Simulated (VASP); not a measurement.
# LiF (P6_3mc) in VASP: further runs

The runs below take LiF through single point, with LDA.

All numbers are computed with VASP 6.6.1; they aren't measurements. Logs are shortened: lines on timing, memory, paths and dates and some standing lists are left out, and cuts for length are marked.

### Step 1. The cell of the first run

It takes space group P6_3mc (No. 186, hexagonal). Conventional cell: a = 2.953 Å, b = 2.953 Å, c = 4.904 Å, α = 90.00°, β = 90.00°, γ = 120.00°. Within 2.3 Å of Li (site symmetry 3m) lie 4 F at 1.74 to 1.85 Å. F (site symmetry 3m) has 4 Li at 1.74 to 1.85 Å within 2.3 Å.

### Step 2. Single point, LDA (c/a of the conventional cell at fixed volume 1.6606)

Input file INCAR:

```
PREC = Accurate ; ENCUT = 520
EDIFF = 1E-6 ; ISMEAR = 0
SIGMA = 0.05 ; LREAL = False
LASPH = True ; NELM = 80
ALGO = Normal ; ISIF = 2
LWAVE = False ; LCHARG = False
GGA = CA ; NBANDS = 18
```

Input file KPOINTS:

```
Automatic mesh
0
Gamma
  9 9 6
```

Input file POSCAR:

```
LiF
1.0
    2.9533413869      0.0000000000      0.0000000000
   -1.4766706934      2.5576686671      0.0000000000
    0.0000000000      0.0000000000      4.9043187070
Li F
2 2
Direct
    0.3333333333      0.6666666667      0.3465456496
    0.6666666667      0.3333333333      0.8465456496
    0.3333333333      0.6666666667      0.9910195924
    0.6666666667      0.3333333333      0.4910195924
```

Potentials or basis: VASP PAW LDA potentials, release 64 (Li_sv, F).

Run with:

```console
$ cat potpaw_LDA.64/Li_sv/POTCAR potpaw_LDA.64/F/POTCAR > POTCAR
$ mpirun -np 1 vasp_std > vasp.out
```

OUTCAR:

```text
PREC = Accurate
   ENCUT = 520
   EDIFF = 1E-6
   ISMEAR = 0
   LREAL = False
   LASPH = True
   NELM = 80
   ISIF = 2
   GGA = CA

 ion  position               nearest neighbor table
   1  0.333  0.667  0.347-   3 1.74   4 1.85   4 1.85   4 1.85
   2  0.667  0.333  0.847-   4 1.74   3 1.85   3 1.85   3 1.85
   3  0.333  0.667  0.991-   1 1.74   2 1.85   2 1.85   2 1.85
   4  0.667  0.333  0.491-   2 1.74   1 1.85   1 1.85   1 1.85

  LATTYP: Found a hexagonal cell.
 ALAT       =     2.9533413869
 C/A-ratio  =     1.6606000000

  Lattice vectors:

 A1 = (   2.9533413869,   0.0000000000,   0.0000000000)
 A2 = (  -1.4766706934,   2.5576686671,   0.0000000000)
 A3 = (   0.0000000000,   0.0000000000,   4.9043187070)

Analysis of symmetry for initial positions (statically):
=====================================================================
 Subroutine PRICEL returns:
 Original cell was already a primitive cell.

 Routine SETGRP: Setting up the symmetry group for a
 hexagonal supercell.

 Subroutine GETGRP returns: Found 12 space group operations
 (whereof  6 operations were pure point group operations)
 out of a pool of 24 trial point group operations.

The static configuration has the point symmetry C_3v.
 The point group associated with its full space group is C_6v.

Analysis of symmetry for dynamics (positions and initial velocities):
=====================================================================
 Subroutine PRICEL returns:
 Original cell was already a primitive cell.

 Routine SETGRP: Setting up the symmetry group for a
 hexagonal supercell.

 Subroutine GETGRP returns: Found 12 space group operations
 (whereof  6 operations were pure point group operations)
 out of a pool of 24 trial point group operations.

The dynamic configuration has the point symmetry C_3v.
 The point group associated with its full space group is C_6v.

 Subroutine INISYM returns: Found 12 space group operations
 (whereof  6 operations are pure point group operations),
 and found     1 'primitive' translations

----------------------------------------------------------------------------------------

                                     Primitive cell

  volume of cell :      37.0456

  direct lattice vectors                    reciprocal lattice vectors
     2.953341387  0.000000000  0.000000000     0.338599528  0.195490529  0.000000000
    -1.476670693  2.557668667  0.000000000     0.000000000  0.390981057  0.000000000
     0.000000000  0.000000000  4.904318707     0.000000000  0.000000000  0.203901920

  length of vectors
     2.953341387  2.953341387  4.904318707     0.390981057  0.390981057  0.203901920

  position of ions in fractional coordinates (direct lattice)
     0.333333333  0.666666667  0.346545650
     0.666666667  0.333333333  0.846545650
     0.333333333  0.666666667  0.991019592
     0.666666667  0.333333333  0.491019592

  ion indices of the primitive-cell ions
   primitive index   ion index
                 1           1
                 2           2
                 3           3
                 4           4

----------------------------------------------------------------------------------------

 KPOINTS: Automatic mesh

Automatic generation of k-mesh.
 Grid dimensions read from file:
 generate k-points for:    9    9    6

 Generating k-lattice:

  Cartesian coordinates                     Fractional coordinates (reciprocal lattice)
     0.037622170  0.021721170  0.000000000     0.111111111 -0.000000000  0.000000000
     0.000000000  0.043442340  0.000000000     0.000000000  0.111111111  0.000000000
     0.000000000  0.000000000  0.033983653     0.000000000  0.000000000  0.166666667

  Length of vectors
     0.043442340  0.043442340  0.033983653

  Shift w.r.t. Gamma in fractional coordinates (k-lattice)
     0.000000000  0.000000000  0.000000000

 Subroutine IBZKPT returns following result:
 ===========================================

 Found     48 irreducible k-points:

 Following reciprocal coordinates:
            Coordinates               Weight
  0.000000  0.000000  0.000000      1.000000
  0.111111  0.000000  0.000000      6.000000
  0.222222 -0.000000  0.000000      6.000000
  0.333333  0.000000  0.000000      6.000000
  0.444444 -0.000000  0.000000      6.000000
  0.111111  0.111111  0.000000      6.000000
[... 16 lines left out ...]
  0.333333  0.222222  0.166667     24.000000
  0.333333  0.333333  0.166667      4.000000
 [... further k-points ...]
   k-points           NKPTS =     48   k-points in BZ     NKDIM =     48   number of bands    NBANDS=     18
   number of dos      NEDOS =    301   number of ions     NIONS =      4
   total plane-waves  NPLWV =  20736
   dimension x,y,z NGX =    24 NGY =   24 NGZ =   36
   dimension x,y,z NGXF=    48 NGYF=   48 NGZF=   72
   ions per type =               2   2
   NGX,Y,Z   is equivalent  to a cutoff of  13.51, 13.51, 12.20 a.u.
   NGXF,Y,Z  is equivalent  to a cutoff of  27.02, 27.02, 24.41 a.u.
 SYSTEM =  unknown system
   PREC   = accura    normal or accurate (medium, high low for compatibility)
   ISTART =      0    job   : 0-new  1-cont  2-samecut
   ICHARG =      2    charge: 1-file 2-atom 10-const
   ISPIN  =      1    spin polarized calculation?
   LNONCOLLINEAR =      F non collinear calculations
   LSORBIT =      F    spin-orbit coupling
   LASPH  =      T    aspherical Exc in radial PAW
   ENCUT  =  520.0 eV  38.22 Ry    6.18 a.u.   5.49  5.49  9.12*2*pi/ulx,y,z
   NELM   =     80;   NELMIN=  2; NELMDL= -5     # of ELM steps
   EDIFF  = 0.1E-05   stopping-criterion for ELM
   LREAL  =      F    real-space projection
   EDIFFG = 0.1E-04   stopping-criterion for IOM
   NSW    =      0    number of steps for IOM
   IBRION =     -1    ionic relax: 0-MD 1-quasi-New 2-CG
   NFREE  =      0    steps in history (QN), initial steepest desc. (CG)
   ISIF   =      2    stress and relaxation
   ISYM   =      2    0-nonsym 1-usesym 2-fastsym
   POTIM  = 0.5000    time-step for ionic-motion
   TEBEG  =    0.0;   TEEND  =   0.0 temperature during run
   PSTRESS=    0.0 pullay stress
   NELECT =      20.0000    total number of electrons
   NUPDOWN=      -1.0000    fix difference up-down
   EMIN   =  10.00;   EMAX   =-10.00  energy-range for DOS
   EFERMI =   0.00;   METHOD = LEGACY
   ISMEAR =     0;   SIGMA  =   0.05  broadening in eV -4-tet -1-fermi 0-gaus
   EFERMI_NEDOS =   21; number of points for ismear=-14 and -15
   IALGO  =     38    algorithm
   IMIX   =      4    mixing-type and parameters
     AMIX     =   0.40;   BMIX     =  1.00
     AMIX_MAG =   1.60;   BMIX_MAG =  1.00
  volume/ion in A,a.u.               =       9.26        62.50
  Fermi-wavevector in a.u.,A,eV,Ry     =   1.333028  2.519058 24.177060  1.776964
  Thomas-Fermi vector in A             =   2.461918
   LORBIT       =      0    0 simple, 1 ext, 2 COOP (PROOUT), +10 PAW based schemes
   GGA     = CA    functional components
   LHFCALC =     F    Hartree Fock is set to
   AEXX    =    0.0000 exact exchange contribution
   IVDW    =     0    specifies the selected vdW correction
   LEPSILON=     F    determine dielectric tensor
   LRPA    =     F    only Hartree local field effects (RPA)
 non-spin polarized calculation
 Gauss-broadening in eV      SIGMA  =   0.05
  energy-cutoff  :      520.00
  volume of cell :       37.05
 maximum number of plane-waves:      1020
 NGX is ok and might be reduce to    24
   NGX = 11   NGY = 11   NGZ = 19

 number of electron      20.0000017 magnetization

 Free energy of the ion-electron system (eV)
  ---------------------------------------------------
  ext. energy  EPLUGINS =         0.00000000
  ---------------------------------------------------
  free energy    TOTEN  =       -20.75461128 eV

  energy without entropy =      -20.75461128  energy(sigma->0) =      -20.75461128

 E-fermi :  -2.1759     XC(G=0):  -9.8687

 val. band max:       -2.4550403435   @ k =   0.0000   0.0000   0.0000
 cond. band min:       5.4278362061   @ k =   0.0000   0.0000   0.0000
 fundamental gap:      7.8828765496
 Fermi energy:        -2.1759062640

 k-point     1 :       0.0000    0.0000    0.0000
  band No.  band energies     occupation
      1     -41.5732      2.00000
      2     -41.5108      2.00000
      3     -21.5501      2.00000
      4     -21.4130      2.00000
      5      -4.7408      2.00000
      6      -2.7561      2.00000
[... 10 lines left out ...]
     17      17.9546      0.00000
     18      17.9546      0.00000

 k-point     2 :       0.1111    0.0000    0.0000
  band No.  band energies     occupation
      1     -41.5670      2.00000
      2     -41.5082      2.00000
      3     -21.5268      2.00000
      4     -21.3964      2.00000
      5      -4.6907      2.00000
      6      -2.9398      2.00000
[... 10 lines left out ...]
     17      17.9517      0.00000
     18      18.0051      0.00000

 k-point     3 :       0.2222   -0.0000    0.0000
  band No.  band energies     occupation
      1     -41.5508      2.00000
      2     -41.5016      2.00000
      3     -21.4645      2.00000
      4     -21.3539      2.00000
      5      -4.5763      2.00000
      6      -3.4441      2.00000
[... 10 lines left out ...]
     17      17.6176      0.00000
     18      18.2438      0.00000

 k-point     4 :       0.3333    0.0000    0.0000
  band No.  band energies     occupation
      1     -41.5311      2.00000
      2     -41.4957      2.00000
      3     -21.3877      2.00000
      4     -21.3092      2.00000
      5      -4.5925      2.00000
      6      -3.8556      2.00000
[... 10 lines left out ...]
     17      17.2842      0.00000
     18      18.7951      0.00000

 k-point     5 :       0.4444   -0.0000    0.0000
  band No.  band energies     occupation
      1     -41.5162      2.00000
      2     -41.4938      2.00000
      3     -21.3284      2.00000
      4     -21.2867      2.00000
      5      -4.8066      2.00000
      6      -3.9789      2.00000
[... 10 lines left out ...]
     17      17.2631      0.00000
     18      19.2009      0.00000

 k-point     6 :       0.1111    0.1111    0.0000
  band No.  band energies     occupation
      1     -41.5558      2.00000
      2     -41.5035      2.00000
      3     -21.4839      2.00000
      4     -21.3666      2.00000
      5      -4.6016      2.00000
      6      -3.2772      2.00000
[... 10 lines left out ...]
     17      18.0219      0.00000
     18      18.1016      0.00000

 k-point     7 :       0.2222    0.1111    0.0000
  band No.  band energies     occupation
      1     -41.5378      2.00000
      2     -41.4974      2.00000
      3     -21.4139      2.00000
      4     -21.3226      2.00000
      5      -4.4929      2.00000
      6      -3.8518      2.00000
[... 10 lines left out ...]
     17      18.1051      0.00000
     18      18.5913      0.00000

 k-point     8 :       0.3333    0.1111    0.0000
  band No.  band energies     occupation
      1     -41.5200      2.00000
      2     -41.4939      2.00000
      3     -21.3448      2.00000
      4     -21.2890      2.00000
      5      -4.6432      2.00000
      6      -4.0259      2.00000
[... 10 lines left out ...]
     17      17.4413      0.00000
     18      18.9512      0.00000
[... 229 lines left out ...]
     17      17.9634      0.00000
     18      18.4390      0.00000

 k-point    20 :       0.3333    0.1111    0.1667
  band No.  band energies     occupation
      1     -41.5183      2.00000
      2     -41.4956      2.00000
      3     -21.3419      2.00000
      4     -21.2937      2.00000
      5      -4.5959      2.00000
      6      -4.0411      2.00000
[... 10 lines left out ...]
     17      17.4756      0.00000
     18      18.9635      0.00000

 k-point    21 :       0.4444    0.1111    0.1667
  band No.  band energies     occupation
      1     -41.5104      2.00000
      2     -41.4951      2.00000
      3     -21.3102      2.00000
      4     -21.2839      2.00000
      5      -4.7459      2.00000
      6      -4.0369      2.00000
[... 10 lines left out ...]
     17      17.0083      0.00000
     18      19.1792      0.00000

 k-point    22 :       0.2222    0.2222    0.1667
  band No.  band energies     occupation
      1     -41.5196      2.00000
      2     -41.4958      2.00000
      3     -21.3480      2.00000
      4     -21.2947      2.00000
      5      -4.3079      2.00000
      6      -4.2933      2.00000
[... 10 lines left out ...]
     17      18.1870      0.00000
     18      18.6683      0.00000

 k-point    23 :       0.3333    0.2222    0.1667
  band No.  band energies     occupation
      1     -41.5073      2.00000
      2     -41.4953      2.00000
      3     -21.3017      2.00000
      4     -21.2772      2.00000
      5      -4.5965      2.00000
      6      -4.0714      2.00000
[... 10 lines left out ...]
     17      17.5467      0.00000
     18      18.7949      0.00000

 k-point    24 :       0.3333    0.3333    0.1667
  band No.  band energies     occupation
      1     -41.4991      2.00000
      2     -41.4991      2.00000
      3     -21.2781      2.00000
      4     -21.2781      2.00000
      5      -4.5968      2.00000
      6      -3.8938      2.00000
[... 10 lines left out ...]
     17      16.6817      0.00000
     18      18.9770      0.00000

 [... further k-points ...]
[... 5 lines left out ...]
  --------------------------------------------------------------------------------------
  -------------------------------------------------------------------------------------
  Total       -0.1390999     -0.1390999      0.4946111     -0.0000000     -0.0000000      0.0000000
  in kB       -6.0159025     -6.0159025     21.3913322     -0.0000000     -0.0000000      0.0000000
  external PRESSURE =       3.1198424 kB  Pullay stress =       0.0000000 kB

 VOLUME and BASIS-vectors are now :
 -----------------------------------------------------------------------------
  energy-cutoff  :      520.00
  volume of cell :       37.05
      direct lattice vectors                 reciprocal lattice vectors
     2.953341387  0.000000000  0.000000000     0.338599528  0.195490529  0.000000000
    -1.476670693  2.557668667  0.000000000     0.000000000  0.390981057  0.000000000
     0.000000000  0.000000000  4.904318707     0.000000000  0.000000000  0.203901920

 POSITION                                       TOTAL-FORCE (eV/Angst)
 -----------------------------------------------------------------------------------
     -0.00000      1.70511      1.69957         0.000000      0.000000      0.469818
      1.47667      0.85256      4.15173         0.000000      0.000000      0.469818
     -0.00000      1.70511      4.86028         0.000000     -0.000000     -0.469818
      1.47667      0.85256      2.40812        -0.000000      0.000000     -0.469818
 -----------------------------------------------------------------------------------
    total drift:                                0.000000      0.000000     -0.000213

  FREE ENERGIE OF THE ION-ELECTRON SYSTEM (eV)
  ---------------------------------------------------
  free  energy   TOTEN  =       -20.7546112831 eV

  energy  without entropy=      -20.7546112831  energy(sigma->0) =      -20.75461128
```

Run time: 12 s. Hardware: 1 thread of AMD EPYC 9R45 (Zen 5), shared host; peak memory 0.12 GiB.

Results:

* Free energy: -20.7546 eV
* Largest force: 0.470 eV/Å
* Band gap on the k mesh: 7.88 eV, direct

Forces on the atoms (eV/Å):
```
Li   0.000  0.000  0.470
Li   0.000  0.000  0.470
F    0.000  0.000 -0.470
F    0.000  0.000 -0.470
```

Caveat: the cutoff is under 1.25 times the usual one of these potentials, so pressure, stress and relaxed cells hold a basis-set (Pulay) error.

### Step 3. Single point, LDA (c/a of the conventional cell at fixed volume 1.5868)

Input file INCAR:

```
SYSTEM = LiF
ALGO = Normal
EDIFF = 1E-7
ENCUT = 520
GGA = CA
ISIF = 2
ISMEAR = 0
LASPH = .TRUE.
LCHARG = .FALSE.
LREAL = .FALSE.
LWAVE = .FALSE.
NBANDS = 18
NELM = 100
PREC = Accurate
SIGMA = 0.05
```

Input file KPOINTS:

```
k-points
0
G
  9 9 6
  0 0 0
```

Input file POSCAR:

```
LiF
1.0
    2.9984347243      0.0000000000      0.0000000000
   -1.4992173621      2.5967206428      0.0000000000
    0.0000000000      0.0000000000      4.7579162205
Li F
2 2
Direct
    0.3333333333      0.6666666667      0.4307693551
    0.6666666667      0.3333333333      0.9307693551
    0.3333333333      0.6666666667      0.9910195924
    0.6666666667      0.3333333333      0.4910195924
```

Potentials or basis: VASP PAW LDA potentials, release 64 (Li_sv, F).

Run with:

```console
$ cat potpaw_LDA.64/Li_sv/POTCAR potpaw_LDA.64/F/POTCAR > POTCAR
$ mpirun -np 1 vasp_std > vasp.out
```

Wall time 12 s (1 thread of AMD EPYC 9R45 (Zen 5), shared host); peak memory 0.12 GiB.

Results (log left out):

| Quantity | Value |
| --- | --- |
| Free energy | -20.6640 eV |
| Largest force | 0.368 eV/Å |
| Band gap on the k mesh | 7.64 eV, direct |

Forces in eV/Å, atoms in the order of the input:
```
Li   0.000  0.000 -0.368
Li   0.000  0.000 -0.368
F    0.000  0.000  0.368
F    0.000  0.000  0.368
```

Levels at points of the mesh, in eV from the valence-band top:
| k point | band 8 | band 9 | band 10 | band 11 | band 12 | band 13 |
| --- | --- | --- | --- | --- | --- | --- |
| (0.00, 0.00, 0.00) | -0.50 | -0.50 | 0.00 | 7.64 | 11.98 | 15.49 |
| (0.00, 0.00, 0.50) | -0.66 | -0.66 | -0.66 | 9.51 | 9.51 | 17.41 |

Caveat: the cutoff is under 1.25 times the usual one of these potentials, so pressure, stress and relaxed cells hold a basis-set (Pulay) error.
